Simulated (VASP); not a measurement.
# ZnCu (P4/mmm) in VASP: notebook

The runs below take ZnCu through single point, with PBEsol.

All numbers are computed with VASP 6.6.1; they aren't measurements. Logs are shortened: lines on timing, memory, paths and dates and some standing lists are left out, and cuts for length are marked.

### Step 1. The cell of the first run

It takes space group P4/mmm (No. 123, tetragonal). The conventional cell has a = 3.033 Å, b = 3.033 Å, c = 2.857 Å, α = 90.00°, β = 90.00°, γ = 90.00°. Within 3.4 Å of Zn (site symmetry 4/mmm) lie 8 Cu at 2.58 Å and 6 Zn at 2.86 to 3.03 Å. Within 3.4 Å of Cu (site symmetry 4/mmm) lie 8 Zn at 2.58 Å and 6 Cu at 2.86 to 3.03 Å.

### Step 2. Single point, PBEsol (strain +0.030 along x and y, -0.030 along z)

Contents of INCAR:

```
SYSTEM = ZnCu
  ALGO = Fast
  EDIFF = 1E-6
  ENCUT = 520
  GGA = PS
  ISIF = 2
  ISMEAR = 0
  LASPH = .True.
  LCHARG = .True.
  LELF = .True.
  LREAL = .False.
  LVHAR = .True.
  LWAVE = .False.
  NBANDS = 18
  NELM = 80
  PREC = Accurate
  SIGMA = 0.15
```

Contents of KPOINTS:

```
k-points
0
Gamma
  16 16 16
  0 0 0
```

Contents of POSCAR:

```
ZnCu
1.0
    3.0333500000      0.0000000000      0.0000000000
    0.0000000000      3.0333500000      0.0000000000
    0.0000000000      0.0000000000      2.8566500000
Zn Cu
1 1
Direct
    0.5000000000      0.5000000000      0.5000000000
    0.0000000000      0.0000000000      0.0000000000
```

Potentials or basis: VASP PAW PBE potentials, release 64 (Zn, Cu).

On the command line:

```sh
$ cat potpaw_PBE.64/Zn/POTCAR potpaw_PBE.64/Cu/POTCAR > POTCAR
$ mpirun -np 1 vasp_std > vasp.out
```

OUTCAR:

```text
SYSTEM = ZnCu
   EDIFF = 1E-6
   ENCUT = 520
   GGA = PS
   ISIF = 2
   ISMEAR = 0
   LASPH = .True.
   LREAL = .False.
   NELM = 80
   PREC = Accurate

 ion  position               nearest neighbor table
   1  0.500  0.500  0.500-   2 2.58   2 2.58   2 2.58   2 2.58   2 2.58   2 2.58   2 2.58   2 2.58

   2  0.000  0.000  0.000-   1 2.58   1 2.58   1 2.58   1 2.58   1 2.58   1 2.58   1 2.58   1 2.58

  LATTYP: Found a simple tetragonal cell.
 ALAT       =     3.0333500000
 C/A-ratio  =     0.9417475728

  Lattice vectors:

 A1 = (   3.0333500000,   0.0000000000,   0.0000000000)
 A2 = (   0.0000000000,   3.0333500000,   0.0000000000)
 A3 = (   0.0000000000,   0.0000000000,   2.8566500000)

Analysis of symmetry for initial positions (statically):
=====================================================================
 Subroutine PRICEL returns:
 Original cell was already a primitive cell.

 Routine SETGRP: Setting up the symmetry group for a
 simple tetragonal supercell.

 Subroutine GETGRP returns: Found 16 space group operations
 (whereof 16 operations were pure point group operations)
 out of a pool of 16 trial point group operations.

The static configuration has the point symmetry D_4h.

Analysis of symmetry for dynamics (positions and initial velocities):
=====================================================================
 Subroutine PRICEL returns:
 Original cell was already a primitive cell.

 Routine SETGRP: Setting up the symmetry group for a
 simple tetragonal supercell.

 Subroutine GETGRP returns: Found 16 space group operations
 (whereof 16 operations were pure point group operations)
 out of a pool of 16 trial point group operations.

The dynamic configuration has the point symmetry D_4h.

 Subroutine INISYM returns: Found 16 space group operations
 (whereof 16 operations are pure point group operations),
 and found     1 'primitive' translations

----------------------------------------------------------------------------------------

                                     Primitive cell

  volume of cell :      26.2846

  direct lattice vectors                    reciprocal lattice vectors
     3.033350000  0.000000000  0.000000000     0.329668518  0.000000000  0.000000000
     0.000000000  3.033350000  0.000000000     0.000000000  0.329668518  0.000000000
     0.000000000  0.000000000  2.856650000     0.000000000  0.000000000  0.350060385

  length of vectors
     3.033350000  3.033350000  2.856650000     0.329668518  0.329668518  0.350060385

  position of ions in fractional coordinates (direct lattice)
     0.500000000  0.500000000  0.500000000
     0.000000000  0.000000000  0.000000000

  ion indices of the primitive-cell ions
   primitive index   ion index
                 1           1
                 2           2

----------------------------------------------------------------------------------------

 KPOINTS: k-points

Automatic generation of k-mesh.
 Grid dimensions read from file:
 generate k-points for:   16   16   16

 Generating k-lattice:

  Cartesian coordinates                     Fractional coordinates (reciprocal lattice)
     0.020604282  0.000000000  0.000000000     0.062500000  0.000000000  0.000000000
     0.000000000  0.020604282  0.000000000     0.000000000  0.062500000  0.000000000
     0.000000000  0.000000000  0.021878774     0.000000000  0.000000000  0.062500000

  Length of vectors
     0.020604282  0.020604282  0.021878774

  Shift w.r.t. Gamma in fractional coordinates (k-lattice)
     0.000000000  0.000000000  0.000000000

 Subroutine IBZKPT returns following result:
 ===========================================

 Found    405 irreducible k-points:

 Following reciprocal coordinates:
            Coordinates               Weight
  0.000000  0.000000  0.000000      1.000000
  0.062500  0.000000  0.000000      4.000000
  0.125000  0.000000  0.000000      4.000000
  0.187500  0.000000  0.000000      4.000000
  0.250000  0.000000  0.000000      4.000000
  0.312500  0.000000  0.000000      4.000000
[... 16 lines left out ...]
  0.437500  0.125000  0.000000      8.000000
  0.500000  0.125000  0.000000      4.000000
 [... further k-points ...]
   k-points           NKPTS =    405   k-points in BZ     NKDIM =    405   number of bands    NBANDS=     18
   number of dos      NEDOS =    301   number of ions     NIONS =      2
   total plane-waves  NPLWV =  13824
   dimension x,y,z NGX =    24 NGY =   24 NGZ =   24
   dimension x,y,z NGXF=    48 NGYF=   48 NGZF=   48
   ions per type =               1   1
   NGX,Y,Z   is equivalent  to a cutoff of  13.15, 13.15, 13.97 a.u.
   NGXF,Y,Z  is equivalent  to a cutoff of  26.31, 26.31, 27.93 a.u.
 SYSTEM =  ZnCu
   PREC   = accura    normal or accurate (medium, high low for compatibility)
   ISTART =      0    job   : 0-new  1-cont  2-samecut
   ICHARG =      2    charge: 1-file 2-atom 10-const
   ISPIN  =      1    spin polarized calculation?
   LNONCOLLINEAR =      F non collinear calculations
   LSORBIT =      F    spin-orbit coupling
   LASPH  =      T    aspherical Exc in radial PAW
   ENCUT  =  520.0 eV  38.22 Ry    6.18 a.u.   5.64  5.64  5.31*2*pi/ulx,y,z
   NELM   =     80;   NELMIN=  2; NELMDL= -5     # of ELM steps
   EDIFF  = 0.1E-05   stopping-criterion for ELM
   LREAL  =      F    real-space projection
   EDIFFG = 0.1E-04   stopping-criterion for IOM
   NSW    =      0    number of steps for IOM
   IBRION =     -1    ionic relax: 0-MD 1-quasi-New 2-CG
   NFREE  =      0    steps in history (QN), initial steepest desc. (CG)
   ISIF   =      2    stress and relaxation
   ISYM   =      2    0-nonsym 1-usesym 2-fastsym
   POTIM  = 0.5000    time-step for ionic-motion
   TEBEG  =    0.0;   TEEND  =   0.0 temperature during run
   PSTRESS=    0.0 pullay stress
   NELECT =      23.0000    total number of electrons
   NUPDOWN=      -1.0000    fix difference up-down
   EMIN   =  10.00;   EMAX   =-10.00  energy-range for DOS
   EFERMI =   0.00;   METHOD = LEGACY
   ISMEAR =     0;   SIGMA  =   0.15  broadening in eV -4-tet -1-fermi 0-gaus
   EFERMI_NEDOS =   21; number of points for ismear=-14 and -15
   IALGO  =     68    algorithm
   IMIX   =      4    mixing-type and parameters
     AMIX     =   0.40;   BMIX     =  1.00
     AMIX_MAG =   1.60;   BMIX_MAG =  1.00
  volume/ion in A,a.u.               =      13.14        88.69
  Fermi-wavevector in a.u.,A,eV,Ry     =   1.565850  2.959027 33.359926  2.451885
  Thomas-Fermi vector in A             =   2.668265
   LORBIT       =      0    0 simple, 1 ext, 2 COOP (PROOUT), +10 PAW based schemes
   GGA     = PS    functional components
   LHFCALC =     F    Hartree Fock is set to
   AEXX    =    0.0000 exact exchange contribution
   IVDW    =     0    specifies the selected vdW correction
   LEPSILON=     F    determine dielectric tensor
   LRPA    =     F    only Hartree local field effects (RPA)
 non-spin polarized calculation
 RMM-DIIS sequential band-by-band and
 Gauss-broadening in eV      SIGMA  =   0.15
  energy-cutoff  :      520.00
  volume of cell :       26.28
 maximum number of plane-waves:       722
 NGX is ok and might be reduce to    24
   NGX = 11   NGY = 11   NGZ = 11

 number of electron      22.9999995 magnetization

 Free energy of the ion-electron system (eV)
  ---------------------------------------------------
  ext. energy  EPLUGINS =         0.00000000
  ---------------------------------------------------
  free energy    TOTEN  =        -6.05948224 eV

  energy without entropy =       -6.05353686  energy(sigma->0) =       -6.05650955

 E-fermi :   5.0757     XC(G=0): -12.4046

 val. band max:        5.0671099806   @ k =   0.3750   0.3750   0.4375
 cond. band min:       5.0844920318   @ k =   0.3125   0.0625   0.1875
 fundamental gap:      0.0173820512
 Fermi energy:         5.0756810738

 k-point     1 :       0.0000    0.0000    0.0000
  band No.  band energies     occupation
      1      -5.0520      2.00000
      2      -2.6591      2.00000
      3      -2.6198      2.00000
      4      -2.0314      2.00000
      5      -1.9519      2.00000
      6      -1.9519      2.00000
[... 10 lines left out ...]
     17      17.9541      0.00000
     18      27.2302      0.00000

 k-point     2 :       0.0625    0.0000    0.0000
  band No.  band energies     occupation
      1      -4.9856      2.00000
      2      -2.6513      2.00000
      3      -2.6074      2.00000
      4      -2.0364      2.00000
      5      -1.9564      2.00000
      6      -1.9494      2.00000
[... 10 lines left out ...]
     17      18.0124      0.00000
     18      26.3783      0.00000

 k-point     3 :       0.1250    0.0000    0.0000
  band No.  band energies     occupation
      1      -4.7877      2.00000
      2      -2.6297      2.00000
      3      -2.5701      2.00000
      4      -2.0505      2.00000
      5      -1.9693      2.00000
      6      -1.9424      2.00000
[... 10 lines left out ...]
     17      18.5029      0.00000
     18      25.0921      0.00000

 k-point     4 :       0.1875    0.0000    0.0000
  band No.  band energies     occupation
      1      -4.4642      2.00000
      2      -2.5980      2.00000
      3      -2.5083      2.00000
      4      -2.0716      2.00000
      5      -1.9886      2.00000
      6      -1.9318      2.00000
[... 375 lines left out ...]
      4      -2.0633      2.00000
      5      -1.9311      2.00000
      6      -1.7553      2.00000
[... 10 lines left out ...]
     17      20.0403      0.00000
     18      20.8723      0.00000

 k-point    23 :       0.4375    0.1250    0.0000
  band No.  band energies     occupation
      1      -2.7091      2.00000
      2      -2.4075      2.00000
      3      -2.3107      2.00000
      4      -2.0768      2.00000
      5      -1.9281      2.00000
      6      -1.1824      2.00000
[... 10 lines left out ...]
     17      19.6828      0.00000
     18      20.7713      0.00000

 k-point    24 :       0.5000    0.1250    0.0000
  band No.  band energies     occupation
      1      -2.6535      2.00000
      2      -2.3769      2.00000
      3      -2.3337      2.00000
      4      -2.0815      2.00000
      5      -1.9270      2.00000
      6      -0.5940      2.00000
[... 10 lines left out ...]
     17      20.0280      0.00000
     18      20.9341      0.00000

 [... further k-points ...]
[... 5 lines left out ...]
  --------------------------------------------------------------------------------------
  -------------------------------------------------------------------------------------
  Total       -1.1599525     -1.1599525     -0.9912631      0.0000000     -0.0000000      0.0000000
  in kB      -70.7047675    -70.7047675    -60.4223270      0.0000000     -0.0000000      0.0000000
  external PRESSURE =     -67.2772873 kB  Pullay stress =       0.0000000 kB

 VOLUME and BASIS-vectors are now :
 -----------------------------------------------------------------------------
  energy-cutoff  :      520.00
  volume of cell :       26.28
      direct lattice vectors                 reciprocal lattice vectors
     3.033350000  0.000000000  0.000000000     0.329668518  0.000000000  0.000000000
     0.000000000  3.033350000  0.000000000     0.000000000  0.329668518  0.000000000
     0.000000000  0.000000000  2.856650000     0.000000000  0.000000000  0.350060385

 POSITION                                       TOTAL-FORCE (eV/Angst)
 -----------------------------------------------------------------------------------
      1.51667      1.51667      1.42833         0.000000      0.000000      0.000000
      0.00000      0.00000      0.00000         0.000000      0.000000      0.000000
 -----------------------------------------------------------------------------------
    total drift:                                0.000000      0.000000     -0.000000

  FREE ENERGIE OF THE ION-ELECTRON SYSTEM (eV)
  ---------------------------------------------------
  free  energy   TOTEN  =        -6.0594822368 eV

  energy  without entropy=       -6.0535368616  energy(sigma->0) =       -6.05650955
```

It took 4.2 min on 1 thread of Oxide Virtual Turin-like, shared host; peak memory 0.27 GiB.

Results:

| Quantity | Value |
| --- | --- |
| Free energy | -6.0595 eV |
| Pressure | -6.7 GPa |
| Band gap on the k mesh | zero (an odd number of electrons rules out a gap without spin polarisation) |

Caveat: the cell differs from its parent crystal (strain +0.030 along x and y, -0.030 along z); the cell stands under tension; the PAW data sets were made with another functional, which shifts forces and pressure a little.

### Step 3. Single point, PBEsol (strain +0.015 along x and y, +0.000 along z)

Contents of INCAR:

```
ALGO     = Fast           # electronic algorithm
EDIFF    = 1E-6           # SCF threshold, eV
ENCUT    = 520            # plane-wave cutoff, eV
GGA      = PS             # functional
ISIF     = 2              # what is computed and relaxed
ISMEAR   = 0              # smearing method
LASPH    = T              # aspherical terms in the spheres
LCHARG   = F              # write CHGCAR
LREAL    = F              # projectors in reciprocal space
LWAVE    = F              # write WAVECAR
NBANDS   = 18             # bands
NELM     = 80             # most SCF steps
PREC     = Accurate       # precision mode
SIGMA    = 0.15           # smearing width, eV
```

Contents of KPOINTS:

```
k-points
0
Gamma
  16 16 16
```

Contents of POSCAR:

```
ZnCu
1.0
    2.9891750000      0.0000000000      0.0000000000
    0.0000000000      2.9891750000      0.0000000000
    0.0000000000      0.0000000000      2.9450000000
Zn Cu
1 1
Direct
    0.5000000000      0.5000000000      0.5000000000
    0.0000000000      0.0000000000      0.0000000000
```

Potentials or basis: VASP PAW PBE potentials, release 64 (Zn, Cu).

On the command line:

```sh
$ cat potpaw_PBE.64/Zn/POTCAR potpaw_PBE.64/Cu/POTCAR > POTCAR
$ mpirun -np 1 vasp_std > vasp.out
```

It took 3.2 min on 1 thread of Oxide Virtual Turin-like, shared host; peak memory 0.27 GiB.

Results (log left out):

- Free energy: -6.0595 eV
- Pressure: -6.9 GPa
- Band gap on the k mesh: zero (an odd number of electrons rules out a gap without spin polarisation)

Stress tensor (GPa, compression positive):
```
-6.90  0.00  0.00
 0.00 -6.90  0.00
 0.00  0.00 -6.98
```

Levels at points of the mesh, in eV from the Fermi level:
```
           k point  band 10  band 11  band 12  band 13  band 14  band 15
(0.00, 0.00, 0.00)    -2.65    -2.65     5.94     5.94     6.45    10.96
(0.50, 0.00, 0.00)    -3.15    -2.72    -1.99    11.24    11.71    11.87
(0.50, 0.50, 0.00)    -2.44    -1.86    -1.86     1.55     1.89    13.85
(0.00, 0.00, 0.50)    -3.20    -2.74    -1.90    11.39    11.39    12.01
(0.50, 0.00, 0.50)    -2.42    -1.78    -1.75     1.69     2.05    13.47
(0.50, 0.50, 0.50)    -2.39     3.64     4.23     4.30     4.30     4.35
```

Caveat: the cell differs from its parent crystal (strain +0.015 along x and y, +0.000 along z); the cell stands under tension; the PAW data sets were made with another functional, which shifts forces and pressure a little.

The gap in the log of VASP goes by the Fermi energy; the results here count the filled bands.